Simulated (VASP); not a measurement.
# CoSi (WC type) (P-6m2) in VASP: a series of runs

The runs below take CoSi (WC type) through single point, with PBE.

Program: VASP 6.6.1. These are calculated values, not measurements. Logs are shortened: lines on timing, memory, paths and dates and some standing lists are left out, and cuts for length are marked.

### Step 1. The cell of the first run

The structure is hexagonal, space group P-6m2 (No. 187). The conventional cell has a = 2.659 Å, b = 2.659 Å, c = 3.464 Å, α = 90.00°, β = 90.00°, γ = 120.00°. Within 3.1 Å of Co (site symmetry -6m2) lie 6 Si at 2.31 Å and 6 Co at 2.66 Å. Si (site symmetry -6m2) has 6 Co at 2.31 Å and 6 Si at 2.66 Å within 3.1 Å.

### Step 2. Single point, PBE

The input, INCAR:

```
  PREC = Accurate
  ENCUT = 520
  EDIFF = 1E-7
  ISMEAR = -1
  SIGMA = 0.05
  LREAL = F
  LASPH = T
  NELM = 60
  ALGO = Normal
  ISIF = 2
  LWAVE = F
  LCHARG = F
  GGA = PE
  NBANDS = 14
```

The input, KPOINTS:

```
regular mesh
0
Gamma
  15 15 13
```

The input, POSCAR:

```
CoSi
1.0
    2.6591643642      0.0000000000      0.0000000000
   -1.3295821821      2.3029038923      0.0000000000
    0.0000000000      0.0000000000      3.4638117619
Co Si
1 1
Direct
    0.0000000000      0.0000000000      0.0000000000
    0.3333333333      0.6666666667      0.5000000000
```

Potentials or basis: VASP PAW PBE potentials, release 64 (Co, Si).

Launch:

```
$ cat potpaw_PBE.64/Co/POTCAR potpaw_PBE.64/Si/POTCAR > POTCAR
$ mpirun -np 1 vasp_std > vasp.out
```

OUTCAR:

```text
PREC = Accurate
   ENCUT = 520
   EDIFF = 1E-7
   ISMEAR = -1
   LREAL = F
   LASPH = T
   NELM = 60
   ISIF = 2
   GGA = PE

 ion  position               nearest neighbor table
   1  0.000  0.000  0.000-   2 2.31   2 2.31   2 2.31   2 2.31   2 2.31   2 2.31
   2  0.333  0.667  0.500-   1 2.31   1 2.31   1 2.31   1 2.31   1 2.31   1 2.31

  LATTYP: Found a hexagonal cell.
 ALAT       =     2.6591643642
 C/A-ratio  =     1.3025940813

  Lattice vectors:

 A1 = (   2.6591643642,   0.0000000000,   0.0000000000)
 A2 = (  -1.3295821821,   2.3029038923,   0.0000000000)
 A3 = (   0.0000000000,   0.0000000000,   3.4638117619)

Analysis of symmetry for initial positions (statically):
=====================================================================
 Subroutine PRICEL returns:
 Original cell was already a primitive cell.

 Routine SETGRP: Setting up the symmetry group for a
 hexagonal supercell.

 Subroutine GETGRP returns: Found 12 space group operations
 (whereof 12 operations were pure point group operations)
 out of a pool of 24 trial point group operations.

The static configuration has the point symmetry D_3h.

Analysis of symmetry for dynamics (positions and initial velocities):
=====================================================================
 Subroutine PRICEL returns:
 Original cell was already a primitive cell.

 Routine SETGRP: Setting up the symmetry group for a
 hexagonal supercell.

 Subroutine GETGRP returns: Found 12 space group operations
 (whereof 12 operations were pure point group operations)
 out of a pool of 24 trial point group operations.

The dynamic configuration has the point symmetry D_3h.

 Subroutine INISYM returns: Found 12 space group operations
 (whereof 12 operations are pure point group operations),
 and found     1 'primitive' translations

----------------------------------------------------------------------------------------

                                     Primitive cell

  volume of cell :      21.2117

  direct lattice vectors                    reciprocal lattice vectors
     2.659164364  0.000000000  0.000000000     0.376057988  0.217117180  0.000000000
    -1.329582182  2.302903892  0.000000000     0.000000000  0.434234361  0.000000000
     0.000000000  0.000000000  3.463811762     0.000000000  0.000000000  0.288699291

  length of vectors
     2.659164364  2.659164364  3.463811762     0.434234361  0.434234361  0.288699291

  position of ions in fractional coordinates (direct lattice)
     0.000000000  0.000000000  0.000000000
     0.333333333  0.666666667  0.500000000

  ion indices of the primitive-cell ions
   primitive index   ion index
                 1           1
                 2           2

----------------------------------------------------------------------------------------

 KPOINTS: regular mesh

Automatic generation of k-mesh.
 Grid dimensions read from file:
 generate k-points for:   15   15   13

 Generating k-lattice:

  Cartesian coordinates                     Fractional coordinates (reciprocal lattice)
     0.025070533  0.014474479  0.000000000     0.066666667  0.000000000  0.000000000
     0.000000000  0.028948957  0.000000000     0.000000000  0.066666667  0.000000000
     0.000000000  0.000000000  0.022207638     0.000000000  0.000000000  0.076923077

  Length of vectors
     0.028948957  0.028948957  0.022207638

  Shift w.r.t. Gamma in fractional coordinates (k-lattice)
     0.000000000  0.000000000  0.000000000

 Subroutine IBZKPT returns following result:
 ===========================================

 Found    189 irreducible k-points:

 Following reciprocal coordinates:
            Coordinates               Weight
  0.000000  0.000000  0.000000      1.000000
  0.066667 -0.000000  0.000000      6.000000
  0.133333 -0.000000  0.000000      6.000000
  0.200000 -0.000000  0.000000      6.000000
  0.266667 -0.000000  0.000000      6.000000
  0.333333 -0.000000  0.000000      6.000000
[... 16 lines left out ...]
  0.333333  0.200000  0.000000     12.000000
  0.400000  0.200000  0.000000      6.000000
 [... further k-points ...]
   k-points           NKPTS =    189   k-points in BZ     NKDIM =    189   number of bands    NBANDS=     14
   number of dos      NEDOS =    301   number of ions     NIONS =      2
   total plane-waves  NPLWV =  11200
   dimension x,y,z NGX =    20 NGY =   20 NGZ =   28
   dimension x,y,z NGXF=    40 NGYF=   40 NGZF=   56
   ions per type =               1   1
   NGX,Y,Z   is equivalent  to a cutoff of  12.50, 12.50, 13.44 a.u.
   NGXF,Y,Z  is equivalent  to a cutoff of  25.01, 25.01, 26.88 a.u.
 SYSTEM =  unknown system
   PREC   = accura    normal or accurate (medium, high low for compatibility)
   ISTART =      0    job   : 0-new  1-cont  2-samecut
   ICHARG =      2    charge: 1-file 2-atom 10-const
   ISPIN  =      1    spin polarized calculation?
   LNONCOLLINEAR =      F non collinear calculations
   LSORBIT =      F    spin-orbit coupling
   LASPH  =      T    aspherical Exc in radial PAW
   ENCUT  =  520.0 eV  38.22 Ry    6.18 a.u.   4.94  4.94  6.44*2*pi/ulx,y,z
   NELM   =     60;   NELMIN=  2; NELMDL= -5     # of ELM steps
   EDIFF  = 0.1E-06   stopping-criterion for ELM
   LREAL  =      F    real-space projection
   EDIFFG = 0.1E-05   stopping-criterion for IOM
   NSW    =      0    number of steps for IOM
   IBRION =     -1    ionic relax: 0-MD 1-quasi-New 2-CG
   NFREE  =      0    steps in history (QN), initial steepest desc. (CG)
   ISIF   =      2    stress and relaxation
   ISYM   =      2    0-nonsym 1-usesym 2-fastsym
   POTIM  = 0.5000    time-step for ionic-motion
   TEBEG  =    0.0;   TEEND  =   0.0 temperature during run
   PSTRESS=    0.0 pullay stress
   NELECT =      13.0000    total number of electrons
   NUPDOWN=      -1.0000    fix difference up-down
   EMIN   =  10.00;   EMAX   =-10.00  energy-range for DOS
   EFERMI =   0.00;   METHOD = LEGACY
   ISMEAR =    -1;   SIGMA  =   0.05  broadening in eV -4-tet -1-fermi 0-gaus
   EFERMI_NEDOS =   21; number of points for ismear=-14 and -15
   IALGO  =     38    algorithm
   IMIX   =      4    mixing-type and parameters
     AMIX     =   0.40;   BMIX     =  1.00
     AMIX_MAG =   1.60;   BMIX_MAG =  1.00
  volume/ion in A,a.u.               =      10.61        71.57
  Fermi-wavevector in a.u.,A,eV,Ry     =   1.390585  2.627825 26.309946  1.933726
  Thomas-Fermi vector in A             =   2.514506
   LORBIT       =      0    0 simple, 1 ext, 2 COOP (PROOUT), +10 PAW based schemes
   GGA     = PE    functional components
   LHFCALC =     F    Hartree Fock is set to
   AEXX    =    0.0000 exact exchange contribution
   IVDW    =     0    specifies the selected vdW correction
   LEPSILON=     F    determine dielectric tensor
   LRPA    =     F    only Hartree local field effects (RPA)
 non-spin polarized calculation
  energy-cutoff  :      520.00
  volume of cell :       21.21
 maximum number of plane-waves:       603
 NGX is ok and might be reduce to    20
   NGX =  9   NGY =  9   NGZ = 13

 number of electron      13.0000002 magnetization

 Free energy of the ion-electron system (eV)
  ---------------------------------------------------
  ext. energy  EPLUGINS =         0.00000000
  ---------------------------------------------------
  free energy    TOTEN  =       -13.16847099 eV

  energy without entropy =      -13.15704384  energy(sigma->0) =      -13.16275742

 E-fermi :  12.7186     XC(G=0): -12.9847

 val. band max:       12.7174021514   @ k =   0.4000   0.1333   0.3077
 cond. band min:      12.7208258671   @ k =   0.3333   0.3333   0.2308
 fundamental gap:      0.0034237156
 Fermi energy:        12.7185649774

 k-point     1 :       0.0000    0.0000    0.0000
  band No.  band energies     occupation
      1      -1.5741      2.00000
      2       8.3375      2.00000
      3       9.9460      2.00000
      4      10.8234      2.00000
      5      10.8234      2.00000
      6      11.4819      2.00000
      7      11.4819      2.00000
      8      16.8118      0.00000
      9      23.0426      0.00000
     10      23.0426      0.00000
     11      24.6076      0.00000
     12      24.6076      0.00000
     13      27.3839      0.00000
     14      31.4970      0.00000

 k-point     2 :       0.0667   -0.0000    0.0000
  band No.  band energies     occupation
      1      -1.4501      2.00000
      2       8.4077      2.00000
      3       9.7815      2.00000
      4      10.7451      2.00000
      5      10.8847      2.00000
      6      11.4615      2.00000
      7      11.7446      2.00000
      8      16.8329      0.00000
      9      21.6235      0.00000
     10      22.1502      0.00000
     11      24.6697      0.00000
     12      25.6849      0.00000
     13      28.2232      0.00000
     14      30.7080      0.00000

 k-point     3 :       0.1333   -0.0000    0.0000
  band No.  band energies     occupation
      1      -1.0802      2.00000
      2       8.5955      2.00000
      3       9.4656      2.00000
      4      10.5231      2.00000
      5      11.0629      2.00000
      6      11.4041      2.00000
      7      12.3519      1.99869
      8      16.8761      0.00000
      9      19.3770      0.00000
     10      20.9273      0.00000
     11      24.2180      0.00000
     12      27.4591      0.00000
     13      28.8538      0.00000
     14      29.6617      0.00000

 k-point     4 :       0.2000   -0.0000    0.0000
  band No.  band energies     occupation
      1      -0.4700      2.00000
      2       8.8223      2.00000
      3       9.1618      2.00000
      4      10.1840      2.00000
      5      11.3204      2.00000
      6      11.3411      2.00000
      7      13.1322      0.00051
      8      16.5621      0.00000
      9      17.6398      0.00000
     10      19.8258      0.00000
     11      23.6306      0.00000
     12      26.8739      0.00000
     13      29.4666      0.00000
     14      30.4927      0.00000

 k-point     5 :       0.2667   -0.0000    0.0000
  band No.  band energies     occupation
      1       0.3704      2.00000
      2       8.9083      2.00000
      3       8.9159      2.00000
      4       9.7525      2.00000
      5      11.2255      2.00000
      6      11.6887      2.00000
      7      14.0231      0.00000
      8      15.0735      0.00000
      9      17.5773      0.00000
     10      18.8850      0.00000
     11      23.1139      0.00000
[... 276 lines left out ...]
 k-point    22 :       0.2667    0.2000    0.0000
  band No.  band energies     occupation
      1       2.7913      2.00000
      2       8.0966      2.00000
      3       8.8388      2.00000
      4       9.0666      2.00000
      5      10.5723      2.00000
      6      12.0954      1.99999
      7      13.6877      0.00000
      8      14.2695      0.00000
      9      16.4994      0.00000
     10      19.2530      0.00000
     11      22.5862      0.00000
     12      25.8545      0.00000
     13      26.2521      0.00000
     14      28.0926      0.00000

 k-point    23 :       0.3333    0.2000    0.0000
  band No.  band energies     occupation
      1       4.0805      2.00000
      2       6.9957      2.00000
      3       8.7713      2.00000
      4       8.8658      2.00000
      5      10.3893      2.00000
      6      12.2674      1.99976
      7      13.2928      0.00002
      8      13.9546      0.00000
      9      17.5674      0.00000
     10      20.1460      0.00000
     11      21.3834      0.00000
     12      24.8275      0.00000
     13      25.2563      0.00000
     14      27.9269      0.00000

 k-point    24 :       0.4000    0.2000    0.0000
  band No.  band energies     occupation
      1       5.1982      2.00000
      2       5.8898      2.00000
      3       8.6802      2.00000
      4       8.8825      2.00000
      5      10.3187      2.00000
      6      12.3570      1.99855
      7      13.1934      0.00015
      8      13.8289      0.00000
      9      18.1643      0.00000
     10      20.6676      0.00000
     11      20.7268      0.00000
     12      24.0981      0.00000
     13      25.0709      0.00000
     14      27.8376      0.00000

 [... further k-points ...]

------------------------ aborting loop because EDIFF is reached ----------------------------------------

  FORCE on cell =-STRESS in cart. coord.  units (eV):
  Direction    XX          YY          ZZ          XY          YZ          ZX
  --------------------------------------------------------------------------------------
  -------------------------------------------------------------------------------------
  Total        1.8398383      1.8398383      1.8436188      0.0000000      0.0000000      0.0000000
  in kB      138.9680495    138.9680495    139.2536019      0.0000000      0.0000000      0.0000000
  external PRESSURE =     139.0632336 kB  Pullay stress =       0.0000000 kB

 VOLUME and BASIS-vectors are now :
 -----------------------------------------------------------------------------
  energy-cutoff  :      520.00
  volume of cell :       21.21
      direct lattice vectors                 reciprocal lattice vectors
     2.659164364  0.000000000  0.000000000     0.376057988  0.217117180  0.000000000
    -1.329582182  2.302903892  0.000000000     0.000000000  0.434234361  0.000000000
     0.000000000  0.000000000  3.463811762     0.000000000  0.000000000  0.288699291

 POSITION                                       TOTAL-FORCE (eV/Angst)
 -----------------------------------------------------------------------------------
      0.00000      0.00000      0.00000         0.000000     -0.000000      0.000000
     -0.00000      1.53527      1.73191        -0.000000      0.000000      0.000000
 -----------------------------------------------------------------------------------
    total drift:                                0.000000     -0.000000      0.000000

  FREE ENERGIE OF THE ION-ELECTRON SYSTEM (eV)
  ---------------------------------------------------
  free  energy   TOTEN  =       -13.1684709907 eV

  energy  without entropy=      -13.1570438393  energy(sigma->0) =      -13.16275742
```

Run time: 78 s. Hardware: 1 thread of Intel Xeon 8259CL, shared host; peak memory 0.18 GiB.

Results:

```yaml
Free_energy: -13.1685 eV
Pressure: 13.9 GPa
Band_gap_on_the_k_mesh: zero (an odd number of electrons rules out a gap without spin polarisation)
```

Caveat: the cell stands under pressure; the run has no spin polarisation, though such a crystal can be magnetic. Spin polarisation is off, so any magnetic state and its effect on volume and gap are missing.

### Step 3. Single point, PBE

The input, INCAR:

```
SYSTEM = CoSi
PREC = Accurate ; ENCUT = 520
EDIFF = 1E-6 ; ISMEAR = -1
SIGMA = 0.05 ; LREAL = .False.
LASPH = .True. ; NELM = 80
ALGO = Normal ; ISIF = 2
LWAVE = .False. ; LCHARG = .False.
GGA = PE ; NBANDS = 14
```

The input, KPOINTS:

```
regular mesh
0
Gamma
  15 15 13
  0 0 0
```

The input, POSCAR:

```
CoSi
1.0
    2.6590468475      0.0000000000      0.0000000000
   -1.3295234238      2.3028021198      0.0000000000
    0.0000000000      0.0000000000      3.4638580672
Co Si
1 1
Direct
    0.0000000000      0.0000000000      0.0000000000
    0.3333333333      0.6666666667      0.5000000000
```

Potentials or basis: VASP PAW PBE potentials, release 64 (Co, Si).

Launch:

```
$ cat potpaw_PBE.64/Co/POTCAR potpaw_PBE.64/Si/POTCAR > POTCAR
$ mpirun -np 1 vasp_std > vasp.out
```

Wall time 65 s (1 thread of Intel Xeon 8259CL, shared host); peak memory 0.18 GiB.

It converged, with:

- Free energy: -13.1683 eV
- Pressure: 14.0 GPa
- Band gap on the k mesh: zero (an odd number of electrons rules out a gap without spin polarisation)

Levels at points of the mesh, in eV from the Fermi level:
| k point | band 4 | band 5 | band 6 | band 7 | band 8 | band 9 | band 10 | band 11 |
| --- | --- | --- | --- | --- | --- | --- | --- | --- |
| (0.00, 0.00, 0.00) | -1.90 | -1.90 | -1.24 | -1.24 | 4.09 | 10.33 | 10.33 | 11.89 |

Caveat: the cell stands under pressure; the run has no spin polarisation, though such a crystal can be magnetic. Spin polarisation is off, so any magnetic state and its effect on volume and gap are missing.
